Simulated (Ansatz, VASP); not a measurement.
AlAs in VASP and in Ansatz

```
Al As
1.0
     4.05025    0.00000    0.00000
     0.00000    5.72791    0.00000
     0.00000    0.00000   25.12561
Al As
6 6
Direct
  0.50000 0.50000 0.29850
  0.00000 0.00000 0.37910
  0.50000 0.50000 0.45970
  0.00000 0.00000 0.54030
  0.50000 0.50000 0.62090
  0.00000 0.00000 0.70150
  0.00000 0.75000 0.29850
  0.50000 0.25000 0.37910
  0.00000 0.75000 0.45970
  0.50000 0.25000 0.54030
  0.00000 0.75000 0.62090
  0.50000 0.25000 0.70150
```

Alike in both runs: task relaxation of the atoms; functional PBE; k mesh 7 × 5 × 1; occupations gaussian, width 0.05 eV; no spin polarisation.

|  | VASP | Ansatz |
| --- | --- | --- |
| version | VASP 6.6.1 | Ansatz 0.2.0 |
| potentials or method | VASP PAW PBE potentials, release 64 (Al, As), cutoff 450 eV | scalar-relativistic, plane waves, PAW |
| valence electrons in the cell | 48 | 108 |

|  | VASP | Ansatz | Ansatz less VASP |
| --- | --- | --- | --- |
| gap on the k mesh at the Fermi level, each at its own relaxed structure (eV) | 1.06 | 1.08 | +0.014 |

VASP's potentials hold 48 valence electrons a cell and Ansatz's 108, so a difference there can come from the potentials and not from the codes.
